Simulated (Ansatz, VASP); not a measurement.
## Two plane-wave programs on In2Sb

File POSCAR:

```
In2Sb
1.0
    5.3799042018      0.0000000000      0.0000000000
   -2.6899521009      4.6591337087      0.0000000000
    0.0000000000      0.0000000000      6.7225520000
In Sb
4 2
Direct
    0.6666666667      0.3333333333      0.2500000000
    0.3333333333      0.6666666667      0.7500000000
    0.0000000000      0.0000000000      0.5000000000
    0.0000000000      0.0000000000      0.0000000000
    0.6666666667      0.3333333333      0.7500000000
    0.3333333333      0.6666666667      0.2500000000
```

File INCAR.step1:

```
  ALGO = Normal
  EDIFF = 1E-4
  ENCUT = 520
  GGA = PE
  ISMEAR = -1
  LASPH = True
  LCHARG = False
  LREAL = False
  LWAVE = True
  NBANDS = 40
  NELM = 80
  PREC = Accurate
  SIGMA = 0.1
```

File INCAR.step2:

```
  ALGO = Normal
  EDIFF = 1E-6
  ENCUT = 520
  ISIF = 2
  ISMEAR = -1
  ISTART = 1
  LASPH = True
  LCHARG = False
  LMIXTAU = True
  LREAL = False
  LWAVE = False
  METAGGA = R2SCAN
  NBANDS = 40
  NELM = 80
  PREC = Accurate
  SIGMA = 0.1
```

Contents of KPOINTS:

```
k-points
0
Gamma
  12 12 6
```

Input for Ansatz:

```yaml
crystal:
  lattice:
    - [5.3799042018, 0.0, 0.0]
    - [-2.6899521009, 4.6591337087, 0.0]
    - [0.0, 0.0, 6.722552]
  atoms:
    - { symbol: In, position: [0.6666666667, 0.3333333333, 0.25] }
    - { symbol: In, position: [0.3333333333, 0.6666666667, 0.75] }
    - { symbol: In, position: [0.0, 0.0, 0.5] }
    - { symbol: In, position: [0.0, 0.0, 0.0] }
    - { symbol: Sb, position: [0.6666666667, 0.3333333333, 0.75] }
    - { symbol: Sb, position: [0.3333333333, 0.6666666667, 0.25] }
basis:
  ecutwfc: 500
kpoints:
  mp_grid: { grid: [12, 12, 6] }
hamiltonian:
  xc: r2scan
scf:
  occupations: { method: fermi_dirac, width: 0.1 }
output:
  forces: true
  stress: true
  eigenvalues: true
```

Alike in both runs: task single point; functional r2SCAN; k mesh 12 × 12 × 6; occupations fermi-dirac, width 0.1 eV; no spin polarisation.

|  | VASP | Ansatz |
| --- | --- | --- |
| version | VASP 6.6.1 | Ansatz 0.2.0 |
| potentials or method | VASP PAW PBE potentials, release 64 (In_d, Sb), cutoff 520 eV | scalar-relativistic, plane waves, PAW |
| valence electrons in the cell | 62 | 82 |

|  | VASP | Ansatz | Ansatz less VASP |
| --- | --- | --- | --- |
| gap on the k mesh at the Fermi level (eV) | none | none | - |
| pressure (GPa) | -0.9 | -0.9 | +0.05 |
| traceless stress, the component that is largest in VASP (GPa) | -1.14 | -1.13 | +0.012 |

VASP's potentials were made for PBE, not for r2SCAN. A gap of «none» marks a metal or a gap that the smearing closes. VASP's potentials hold 62 valence electrons a cell and Ansatz's 82, so a difference there can come from the potentials and not from the codes.

Neither program's run includes spin-orbit coupling.
